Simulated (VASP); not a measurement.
The system is CuO.

```
Cu O
1.0
     2.34465   -1.71340    0.00000
     2.34465    1.71340    0.00000
    -0.86055    0.00000    5.05944
Cu O
2 2
Direct
  0.00320 0.49680 0.00000
  0.49680 0.00320 0.50000
  0.57140 0.40560 0.25370
  0.40560 0.57140 0.75370
```

Base run:

| Property | Result |
| --- | --- |
| Program | VASP 6.6.1 |
| Functional | PBEsol |
| Potentials or basis | VASP PAW PBE potentials, release 64 (Cu, O) |
| Cutoff | 520 eV |
| k mesh | 7 × 7 × 4 |
| Occupations | gaussian, width 0.05 eV |
| Spin | collinear spin, zero start |
| Starting moments | [0.0, 0.0, 0.0, 0.0] μB |
| Hubbard terms | Cu d U = 6.0 eV, J = 0.7 eV |

Its results: band gap on the k mesh zero (filled and empty bands overlap); pressure -6.3 GPa; net moment 0.00 μB per cell; largest force 0.694 eV/Å.

Question: The run is repeated on the same cell with these changes: spin from collinear spin, zero start to collinear spin; moments at the start from [0.0, 0.0, 0.0, 0.0] to [1.0, 1.0, 0.0, 0.0]. What comes out?

Answer: Band gap on the k mesh 0.52 eV (least direct gap 0.54 eV); pressure -5.1 GPa; net moment 2.00 μB per cell; site moments Cu +0.68; O +0.28 μB; largest force 0.743 eV/Å.

Caveats: the cell stands under tension; the PAW data sets were made with another functional, which shifts forces and pressure a little; semilocal functionals underestimate gaps, and a narrow one can read as zero (at least some runs).

A k mesh can miss the band edges.
